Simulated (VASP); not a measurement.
Runs of VASP 6.6.1 on MgO. The structure is that of space group Fm-3m (No. 225), or close to it. The cells are those of the table. 

```csv
task,potentials or basis,cell,k mesh,cutoff (eV),smearing,second run,gap on the mesh (eV),pressure (GPa),relaxed volume (Å³/atom)
relaxation of cell and atoms,"VASP PAW PBE potentials, release 64 (Mg_sv, O)","relaxed from a = 3.020 Å, angles 60.0°, 2 atoms",10 × 10 × 10,660,gaussian 0.02 eV,valence_matched,5.73,0.0,(a)
single point,"VASP PAW PBE potentials, release 64 (Mg, O)","a = 2.973 Å, angles 60.0°, 2 atoms",10 × 10 × 10,520,gaussian 0.02 eV,-,5.66,-1.1,-
single point,"VASP PAW PBE potentials, release 64 (Mg_sv, O)","a = 2.973 Å, angles 60.0°, 2 atoms",10 × 10 × 10,660,gaussian 0.02 eV,valence_matched,5.71,-0.2,-
single point,"VASP PAW PBE potentials, release 64 (Mg, O)","a = 3.020 Å, angles 60.0°, 2 atoms",8 × 8 × 8,520,gaussian 0.1 eV,-,5.20,-8.2,-
relaxation of cell and atoms,"VASP PAW PBE potentials, release 64 (Mg, O)","relaxed from a = 3.020 Å, angles 60.0°, 2 atoms",10 × 10 × 10,600,gaussian 0.02 eV,-,5.75,0.0,(b)
```

Alike in all rows: level r2SCAN; no spin polarisation.

Question: Fill in the values left out.

Answer: (a) 9.28; (b) 9.21.

Caveats: the PAW data sets were made with another functional, which shifts forces and pressure a little.

The runs don't all hold the same shells in valence.
